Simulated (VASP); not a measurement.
Write the native input for VASP 6.6.1 that does the following.

```
Task                   : single point
Functional             : PBE
Potentials or basis    : VASP PAW PBE potentials, release 64 (Al, O)
Cutoff                 : 520 eV
k mesh                 : 3 × 3 × 3
Occupations            : fermi-dirac, width 0.05 eV
Spin                   : no spin polarisation
Dipole correction      : no
Further INCAR settings : LREAL = Auto; ALGO = Normal; EDIFF = 1e-06; NBANDS = 73
```

The structure of Al32O (a cell with a defect) lies in POSCAR:

```
Al32O
1.0
    8.1000000000      0.0000000000      0.0000000000
    0.0000000000      8.1000000000      0.0000000000
    0.0000000000      0.0000000000      8.1000000000
Al O
32 1
Direct
    0.5085244444     -0.0011485185      0.0047541975
    0.7417088889      0.2563119753      0.0006801235
    0.7700733333      0.0010851852      0.2546149383
    0.0130211111      0.0045323457      0.0121591358
    0.2604944444      0.2493958025     -0.0012162963
    0.5010760494      0.5006859259     -0.0046285185
    0.7504453086      0.7569318519      0.0087285185
    0.2631980247      0.0156437037      0.2645423457
    0.5175732099      0.2471155556      0.2440165432
    0.7528171605      0.5112312346      0.2561980247
    0.5186491358     -0.0102772840      0.4975570370
    0.7715348148      0.2475040741      0.4979964198
    0.7514486420      0.0040014815      0.7602364198
   -0.0064007407      0.5222016049      0.0106061728
    0.2640943210      0.7615217284      0.0195797531
   -0.0067901235      0.2689383951      0.2197220988
    0.2569569136      0.4993567901      0.2390472840
    0.5110090123      0.7472461728      0.2534361728
   -0.0045811111     -0.0346300000      0.5216165432
    0.1481067901      0.2450180247      0.4972524691
    0.4842951852      0.4642654321      0.4957467901
    0.7395397531      0.7445482716      0.5079264198
    0.2530411111     -0.0240064198      0.7580349383
    0.4954251852      0.2338467901      0.7507108642
    0.7315753086      0.4894409877      0.7405040741
    0.0167346914      0.7614029630      0.2569227160
   -0.0099222222      0.5313956790      0.5115795062
    0.2699167901      0.7393469136      0.4980856790
   -0.0146006173      0.2624607407      0.7833180247
    0.2358844444      0.5177062963      0.7691869136
    0.5034098765      0.7394276543      0.7540329630
   -0.0116146914      0.7540579012      0.7732016049
    0.3370556790      0.3017574074      0.5896865432
```

The input as run:

INCAR

```
SYSTEM = Al32O
ALGO = Normal
EDIFF = 1E-6
ENCUT = 520
GGA = PE
ISIF = 2
ISMEAR = -1
LASPH = .True.
LCHARG = .False.
LREAL = Auto
LWAVE = .False.
NBANDS = 73
NELM = 80
PREC = Accurate
SIGMA = 0.05
```

KPOINTS

```
k-points
0
Gamma
  3 3 3
  0 0 0
```

Potentials or basis: VASP PAW PBE potentials, release 64 (Al, O).

Launch:

```sh
$ cat potpaw_PBE.64/Al/POTCAR potpaw_PBE.64/O/POTCAR > POTCAR
$ mpirun -np 1 vasp_std > vasp.out
```

It gave:

| Item | Value |
| --- | --- |
| Pressure | 2.2 GPa |
| Largest force | 2.081 eV/Å |
| Band gap on the k mesh | zero (band 51 reaches 8.09 eV, above the bottom of band 52 at 7.94 eV) |

Run time: 11 min on 1 thread of Intel(R) Xeon(R) 6975P-C (Granite Rapids), on a shared host, peak memory 0.66 GiB.
